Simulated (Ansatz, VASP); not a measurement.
Two plane-wave programs on ZnSe

The input POSCAR:

```
ZnSe
1.0
    0.0000000000      2.8324206805      2.8023970213
    2.8324206805      0.0000000000      2.8023970213
    2.8324206805      2.8324206805      0.0000000000
Zn Se
1 1
Direct
    0.0000000000      0.0000000000      0.0000000000
    0.2500000000      0.2500000000      0.2500000000
```

The input INCAR.step1:

```
SYSTEM = ZnSe
  PREC = Accurate
  ENCUT = 520
  ISMEAR = 0
  SIGMA = 0.01
  LREAL = .False.
  LASPH = .True.
  NELM = 100
  NBANDS = 16
  GGA = PE
  ALGO = Normal
  EDIFF = 1E-4
  LWAVE = .True.
  LCHARG = .False.
```

Contents of INCAR.step2:

```
SYSTEM = ZnSe
  PREC = Accurate
  ENCUT = 520
  EDIFF = 1E-6
  ISMEAR = 0
  SIGMA = 0.01
  LREAL = .False.
  LASPH = .True.
  NELM = 100
  ALGO = Normal
  ISIF = 2
  LWAVE = .False.
  LCHARG = .False.
  METAGGA = R2SCAN
  LMIXTAU = .True.
  NBANDS = 16
  ISTART = 1
```

The input KPOINTS:

```
regular mesh
0
Gamma
  8 8 8
  0 0 0
```

Input for Ansatz:

```yaml
crystal:
  lattice:
    - [0.0, 2.8324206805, 2.8023970213]
    - [2.8324206805, 0.0, 2.8023970213]
    - [2.8324206805, 2.8324206805, 0.0]
  atoms:
    - { symbol: Zn, position: [0.0, 0.0, 0.0] }
    - { symbol: Se, position: [0.25, 0.25, 0.25] }
kpoints:
  mp_grid: { grid: [8, 8, 8] }
  band_path:
    path:
      - [0.0, 0.0, 0.0]
      - [-0.5, -0.5, 0.0]
      - [-0.375, -0.375, 0.25]
      - [-0.375, 0.0, 0.375]
      - [0.0, 0.0, 0.5]
      - [-0.5, -0.25, 0.25]
    npoints: 1
hamiltonian:
  xc: r2scan
scf:
  occupations: { method: fixed }
  n_extra_bands: 4
output:
  forces: true
  stress: true
  eigenvalues: true
```

Change from the starting cell: uniaxial_z strain -1.1%.

Alike in both runs: task single point; functional r2SCAN; k mesh 8 × 8 × 8; no spin polarisation.

```csv
,VASP,Ansatz
version,VASP 6.6.1,Ansatz 0.2.0
potentials or method,"VASP PAW PBE potentials, release 64 (Zn, Se)","plane waves, PAW"
plane-wave cutoff (eV),520,500
occupations,"gaussian, width 0.01 eV",fixed
valence electrons in the cell,18,28
```

VASP gave:

| Quantity | Value |
| --- | --- |
| gap on the k mesh at the Fermi level (eV) | 1.89 |
| pressure (GPa) | 0.8 |
| traceless stress, the component that is largest in VASP (GPa) | 0.28 |

Q: Which values does Ansatz return?

A: gap on the k mesh at the Fermi level (eV): 1.89; pressure (GPa): 0.7; traceless stress, the component that is largest in VASP (GPa): 0.26.

VASP's potentials were made for PBE, not for r2SCAN. VASP's potentials hold 18 valence electrons a cell and Ansatz's 28, so a difference there can come from the potentials and not from the codes.
